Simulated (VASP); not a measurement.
# Si4O7 (a cell with a defect) in VASP: single point with LDA

Aim: the single point of Si4O7 (a cell with a defect) with LDA.

All numbers are computed with VASP 6.6.1; they aren't measurements. Logs are shortened: lines on timing, memory, paths and dates and some standing lists are left out, and cuts for length are marked.

**1. The cell of the first run**

The cell holds a defect, 11 atoms: a = 4.934 Å, b = 4.934 Å, c = 4.934 Å, α = 106.91°, β = 106.91°, γ = 114.72°.

**2. Single point, LDA (O vacancy, atom 9 moved a little way towards it, host rigid)**

The input, INCAR:

```
PREC = Accurate
ENCUT = 520
EDIFF = 1E-7
ISMEAR = 0
SIGMA = 0.05
LREAL = F
LASPH = T
NELM = 80
ALGO = Normal
ISIF = 2
LWAVE = F
LCHARG = T
LELF = T
LVHAR = T
NBANDS = 40
```

The input, KPOINTS:

```
regular mesh
0
Gamma
  6 6 6
```

The input, POSCAR:

```
Si4O7
1.0
    0.0000000000      4.1548619959     -2.6614337333
    0.0000000000     -4.1548619959     -2.6614337333
   -4.1548619959      0.0000000000      2.6614337333
Si O
4 7
Direct
    0.2500000000      0.7500000000      0.5000000000
    0.7500000000      0.2500000000      0.5000000000
    0.0000000000      0.0000000000      1.0000000000
    0.5000000000      0.5000000000      1.0000000000
    1.0000000000      0.3055647994      0.3055647994
    0.5555647994      0.7500000000      0.8055647994
    0.0555647994      0.2500000000      0.8055647994
    0.0000000000      0.6944352006      0.6944352006
    0.5170187790      0.0777740802      0.5947928592
    0.9444352006      0.7500000000      0.1944352006
    0.4444352006      0.2500000000      0.1944352006
```

Potentials or basis: VASP PAW LDA potentials, release 64 (Si, O).

Launch:

```bash
$ cat potpaw_LDA.64/Si/POTCAR potpaw_LDA.64/O/POTCAR > POTCAR
$ mpirun -np 1 vasp_std > vasp.out
```

OUTCAR:

```text
PREC = Accurate
   ENCUT = 520
   EDIFF = 1E-7
   ISMEAR = 0
   LREAL = F
   LASPH = T
   NELM = 80
   ISIF = 2

 ion  position               nearest neighbor table
   1  0.250  0.750  0.500-   9 1.41   8 1.75   5 1.75   6 1.80  10 1.80   2 2.66   2 2.66
   2  0.750  0.250  0.500-   9 1.41   8 1.75   5 1.75   7 1.80  11 1.80   1 2.66   1 2.66
   3  0.000  0.000  0.000-   6 1.75   7 1.75  10 1.75  11 1.75   5 1.80   8 1.80   4 2.66   4 2.66

   4  0.500  0.500  0.000-   6 1.75   7 1.75  10 1.75  11 1.75   9 2.48   3 2.66   3 2.66
   5  0.000  0.306  0.306-   1 1.75   2 1.75   3 1.80
   6  0.556  0.750  0.806-   3 1.75   4 1.75   1 1.80
   7  0.056  0.250  0.806-   3 1.75   4 1.75   2 1.80
   8  0.000  0.694  0.694-   1 1.75   2 1.75   3 1.80
   9  0.517  0.078  0.595-   1 1.41   2 1.41   4 2.48
  10  0.944  0.750  0.194-   3 1.75   4 1.75   1 1.80
  11  0.444  0.250  0.194-   3 1.75   4 1.75   2 1.80

  LATTYP: Found a body centered tetragonal cell.
 ALAT       =     5.8758621844
 C/A-ratio  =     0.9058870511

  Lattice vectors:

 A1 = (   0.0000000000,   4.1548619959,  -2.6614337333)
 A2 = (   0.0000000000,  -4.1548619959,  -2.6614337333)
 A3 = (  -4.1548619959,   0.0000000000,   2.6614337333)

Analysis of symmetry for initial positions (statically):
=====================================================================
 Subroutine PRICEL returns:
 Original cell was already a primitive cell.

 Routine SETGRP: Setting up the symmetry group for a
 body centered tetragonal supercell.

 Subroutine GETGRP returns: Found  2 space group operations
 (whereof  2 operations were pure point group operations)
 out of a pool of 16 trial point group operations.

The static configuration has the point symmetry C_1h.

Analysis of symmetry for dynamics (positions and initial velocities):
=====================================================================
 Subroutine PRICEL returns:
 Original cell was already a primitive cell.

 Routine SETGRP: Setting up the symmetry group for a
 body centered tetragonal supercell.

 Subroutine GETGRP returns: Found  2 space group operations
 (whereof  2 operations were pure point group operations)
 out of a pool of 16 trial point group operations.

The dynamic configuration has the point symmetry C_1h.

 Subroutine INISYM returns: Found  2 space group operations
 (whereof  2 operations are pure point group operations),
 and found     1 'primitive' translations

----------------------------------------------------------------------------------------

                                     Primitive cell

  volume of cell :      91.8880

  direct lattice vectors                    reciprocal lattice vectors
     0.000000000  4.154861996 -2.661433733    -0.120340940  0.120340940 -0.187868664
     0.000000000 -4.154861996 -2.661433733    -0.120340940 -0.120340940 -0.187868664
    -4.154861996  0.000000000  2.661433733    -0.240681881  0.000000000  0.000000000

  length of vectors
     4.934177512  4.934177512  4.934177512     0.253492641  0.253492641  0.240681881

  position of ions in fractional coordinates (direct lattice)
     0.250000000  0.750000000  0.500000000
     0.750000000  0.250000000  0.500000000
     0.000000000  0.000000000  0.000000000
     0.500000000  0.500000000  0.000000000
     0.000000000  0.305564799  0.305564799
     0.555564799  0.750000000  0.805564799
     0.055564799  0.250000000  0.805564799
     0.000000000  0.694435201  0.694435201
     0.517018779  0.077774080  0.594792859
     0.944435201  0.750000000  0.194435201
     0.444435201  0.250000000  0.194435201

  ion indices of the primitive-cell ions
   primitive index   ion index
                 1           1
                 2           2
                 3           3
                 4           4
                 5           5
                 6           6
                 7           7
                 8           8
                 9           9
                10          10
                11          11

----------------------------------------------------------------------------------------

 KPOINTS: regular mesh

Automatic generation of k-mesh.
 Grid dimensions read from file:
 generate k-points for:    6    6    6

 Generating k-lattice:

  Cartesian coordinates                     Fractional coordinates (reciprocal lattice)
    -0.020056823  0.020056823 -0.031311444     0.166666667 -0.000000000  0.000000000
    -0.020056823 -0.020056823 -0.031311444    -0.000000000  0.166666667  0.000000000
    -0.040113647  0.000000000  0.000000000     0.000000000  0.000000000  0.166666667

  Length of vectors
     0.042248773  0.042248773  0.040113647

  Shift w.r.t. Gamma in fractional coordinates (k-lattice)
     0.000000000  0.000000000  0.000000000

 Subroutine IBZKPT returns following result:
 ===========================================

 Found     68 irreducible k-points:

 Following reciprocal coordinates:
            Coordinates               Weight
  0.000000  0.000000  0.000000      1.000000
  0.166667  0.000000 -0.000000      4.000000
  0.166667  0.000000 -0.166667      4.000000
  0.333333  0.000000 -0.000000      4.000000
  0.333333  0.000000 -0.333333      4.000000
  0.500000  0.000000 -0.000000      2.000000
[... 16 lines left out ...]
  0.000000  0.000000  0.166667      2.000000
  0.333333  0.333333 -0.000000      4.000000
 [... further k-points ...]
   k-points           NKPTS =     68   k-points in BZ     NKDIM =     68   number of bands    NBANDS=     40
   number of dos      NEDOS =    301   number of ions     NIONS =     11
   total plane-waves  NPLWV =  64000
   dimension x,y,z NGX =    40 NGY =   40 NGZ =   40
   dimension x,y,z NGXF=    80 NGYF=   80 NGZF=   80
   ions per type =               4   7
   NGX,Y,Z   is equivalent  to a cutoff of  13.48, 13.48, 13.48 a.u.
   NGXF,Y,Z  is equivalent  to a cutoff of  26.95, 26.95, 26.95 a.u.
 SYSTEM =  unknown system
   PREC   = accura    normal or accurate (medium, high low for compatibility)
   ISTART =      0    job   : 0-new  1-cont  2-samecut
   ICHARG =      2    charge: 1-file 2-atom 10-const
   ISPIN  =      1    spin polarized calculation?
   LNONCOLLINEAR =      F non collinear calculations
   LSORBIT =      F    spin-orbit coupling
   LASPH  =      T    aspherical Exc in radial PAW
   ENCUT  =  520.0 eV  38.22 Ry    6.18 a.u.   9.17  9.17  9.17*2*pi/ulx,y,z
   NELM   =     80;   NELMIN=  2; NELMDL= -5     # of ELM steps
   EDIFF  = 0.1E-06   stopping-criterion for ELM
   LREAL  =      F    real-space projection
   EDIFFG = 0.1E-05   stopping-criterion for IOM
   NSW    =      0    number of steps for IOM
   IBRION =     -1    ionic relax: 0-MD 1-quasi-New 2-CG
   NFREE  =      0    steps in history (QN), initial steepest desc. (CG)
   ISIF   =      2    stress and relaxation
   ISYM   =      2    0-nonsym 1-usesym 2-fastsym
   POTIM  = 0.5000    time-step for ionic-motion
   TEBEG  =    0.0;   TEEND  =   0.0 temperature during run
   PSTRESS=    0.0 pullay stress
   NELECT =      58.0000    total number of electrons
   NUPDOWN=      -1.0000    fix difference up-down
   EMIN   =  10.00;   EMAX   =-10.00  energy-range for DOS
   EFERMI =   0.00;   METHOD = LEGACY
   ISMEAR =     0;   SIGMA  =   0.05  broadening in eV -4-tet -1-fermi 0-gaus
   EFERMI_NEDOS =   21; number of points for ismear=-14 and -15
   IALGO  =     38    algorithm
   IMIX   =      4    mixing-type and parameters
     AMIX     =   0.40;   BMIX     =  1.00
     AMIX_MAG =   1.60;   BMIX_MAG =  1.00
  volume/ion in A,a.u.               =       8.35        56.37
  Fermi-wavevector in a.u.,A,eV,Ry     =   1.404315  2.653771 26.832059  1.972101
  Thomas-Fermi vector in A             =   2.526889
   LORBIT       =      0    0 simple, 1 ext, 2 COOP (PROOUT), +10 PAW based schemes
   GGA     = CA    functional components
   LHFCALC =     F    Hartree Fock is set to
   AEXX    =    0.0000 exact exchange contribution
   IVDW    =     0    specifies the selected vdW correction
   LEPSILON=     F    determine dielectric tensor
   LRPA    =     F    only Hartree local field effects (RPA)
 non-spin polarized calculation
 Gauss-broadening in eV      SIGMA  =   0.05
  energy-cutoff  :      520.00
  volume of cell :       91.89
 maximum number of plane-waves:      2502
 NGX is ok and might be reduce to    40
   NGX = 19   NGY = 19   NGZ = 19

 number of electron      58.0000007 magnetization

 Free energy of the ion-electron system (eV)
  ---------------------------------------------------
  ext. energy  EPLUGINS =         0.00000000
  ---------------------------------------------------
  free energy    TOTEN  =       -86.12288860 eV

  energy without entropy =      -86.12288860  energy(sigma->0) =      -86.12288860

 E-fermi :  11.4928     XC(G=0): -12.3396

 val. band max:       11.2257444630   @ k =  -0.3333  -0.3333   0.3333
 cond. band min:      11.9039630844   @ k =  -0.1667   0.1667   0.1667
 fundamental gap:      0.6782186214
 Fermi energy:        11.4928301545

 k-point     1 :       0.0000    0.0000    0.0000
  band No.  band energies     occupation
      1     -15.2641      2.00000
      2     -13.2484      2.00000
      3     -11.8259      2.00000
      4     -11.2724      2.00000
      5     -11.2032      2.00000
      6     -10.9505      2.00000
[... 32 lines left out ...]
     39      19.1090      0.00000
     40      19.3274      0.00000

 k-point     2 :       0.1667    0.0000   -0.0000
  band No.  band energies     occupation
      1     -15.1359      2.00000
      2     -13.3385      2.00000
      3     -11.9113      2.00000
      4     -11.6306      2.00000
      5     -11.0153      2.00000
      6     -10.8259      2.00000
[... 935 lines left out ...]
     39      19.1864      0.00000
     40      19.2330      0.00000

 k-point    24 :       0.3333    0.3333   -0.0000
  band No.  band energies     occupation
      1     -14.6274      2.00000
      2     -13.2396      2.00000
      3     -12.9442      2.00000
      4     -12.1090      2.00000
      5     -10.8318      2.00000
      6     -10.6402      2.00000
[... 32 lines left out ...]
     39      18.4319      0.00000
     40      19.2995      0.00000

 [... further k-points ...]
[... 5 lines left out ...]
  --------------------------------------------------------------------------------------
  -------------------------------------------------------------------------------------
  Total        5.5884863      4.8220205     34.8628711     -0.4935440      0.0000000      0.0000000
  in kB       97.4419377     84.0776908    607.8758274     -8.6055299      0.0000000      0.0000000
  external PRESSURE =     263.1318186 kB  Pullay stress =       0.0000000 kB

 VOLUME and BASIS-vectors are now :
 -----------------------------------------------------------------------------
  energy-cutoff  :      520.00
  volume of cell :       91.89
      direct lattice vectors                 reciprocal lattice vectors
     0.000000000  4.154861996 -2.661433733    -0.120340940  0.120340940 -0.187868664
     0.000000000 -4.154861996 -2.661433733    -0.120340940 -0.120340940 -0.187868664
    -4.154861996  0.000000000  2.661433733    -0.240681881  0.000000000  0.000000000

 POSITION                                       TOTAL-FORCE (eV/Angst)
 -----------------------------------------------------------------------------------
     -2.07743     -2.07743     -1.33072         4.899617      3.945455     11.384687
     -2.07743      2.07743     -1.33072         4.899617      3.945455    -11.384687
      0.00000      0.00000      0.00000        -0.091951     -0.252551      0.000000
      0.00000      0.00000     -2.66143        -3.261482     -3.420998      0.000000
     -1.26958     -1.26958      0.00000         0.139882      0.124650      0.000000
     -3.34701     -0.80785     -1.33072         0.698397      1.174187      0.460303
     -3.34701     -0.80785      1.33072         0.698397      1.174187     -0.460303
     -2.88528     -2.88528      0.00000        -0.130698     -0.140711      0.000000
     -2.47128      1.82500      0.00000        -8.491007     -8.682664      0.000000
     -0.80785      0.80785     -3.99215         0.319614      1.066495     -0.312498
     -0.80785      0.80785     -1.33072         0.319614      1.066495      0.312498
 -----------------------------------------------------------------------------------
    total drift:                               -0.000237     -0.000120     -0.000000

  FREE ENERGIE OF THE ION-ELECTRON SYSTEM (eV)
  ---------------------------------------------------
  free  energy   TOTEN  =       -86.1228886034 eV

  energy  without entropy=      -86.1228886034  energy(sigma->0) =      -86.12288860
```

Wall time 7.2 min (1 thread of AMD EPYC 7R43 (Zen 3), shared host); peak memory 0.26 GiB.

Results:

```yaml
Free_energy: -86.1229 eV
Pressure: 26.3 GPa
Largest_force: 13.007 eV/Å
Band_gap_on_the_k_mesh: 0.68 eV
```

Forces in eV/Å, atoms in the order of the input:
```
Si    4.900   3.945  11.385
Si    4.900   3.945 -11.385
Si   -0.092  -0.253   0.000
Si   -3.261  -3.421   0.000
O     0.140   0.125   0.000
O     0.698   1.174   0.460
O     0.698   1.174  -0.460
O    -0.131  -0.141   0.000
O    -8.491  -8.683   0.000
O     0.320   1.066  -0.312
O     0.320   1.066   0.312
```

Caveat: the cell differs from its parent crystal (O vacancy, atom 9 moved a little way towards it, host rigid).
